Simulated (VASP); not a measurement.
A run of VASP 6.6.1 is set up as follows.

Contents of INCAR:

```
SYSTEM = AgCl
PREC = Accurate
ENCUT = 630
EDIFF = 1E-7
ISMEAR = 0
SIGMA = 0.1
LREAL = .False.
LASPH = .True.
NELM = 120
ALGO = Normal
ISIF = 3
LWAVE = .False.
LCHARG = .False.
GGA = PE
IBRION = 2
NSW = 90
EDIFFG = -0.04
GGA_COMPAT = .False.
NELMIN = 4
```

File KPOINTS:

```
Automatic mesh
0
Gamma
  8 8 8
  0 0 0
```

POSCAR

```
AgCl
1.0
   -2.3952455600      2.3952455600      1.3075368400
    2.3952455600     -2.3952455600      1.3075368400
    2.3952455600      2.3952455600     -1.3075368400
Ag Cl
1 1
Direct
    0.0000000000      0.0000000000      0.0000000000
    0.2500000000      0.7500000000      0.5000000000
```

Potentials or basis: VASP PAW PBE potentials, release 64 (Ag_sv_GW, Cl).

The run is started by

```bash
$ cat potpaw_PBE.64/Ag_sv_GW/POTCAR potpaw_PBE.64/Cl/POTCAR > POTCAR
$ mpirun -np 1 vasp_std > vasp.out
```

(1) Estimate the relaxed cell.

(2) Predict the relaxed volume.

Results:

(1) a = 3.944 Å, b = 3.944 Å, c = 3.944 Å, α = 102.02°, β = 102.02°, γ = 125.69°.

(2) 22.17 Å³/atom.

Caveat: the volume moved by over 15 % at a fixed basis, so the end points are rough.
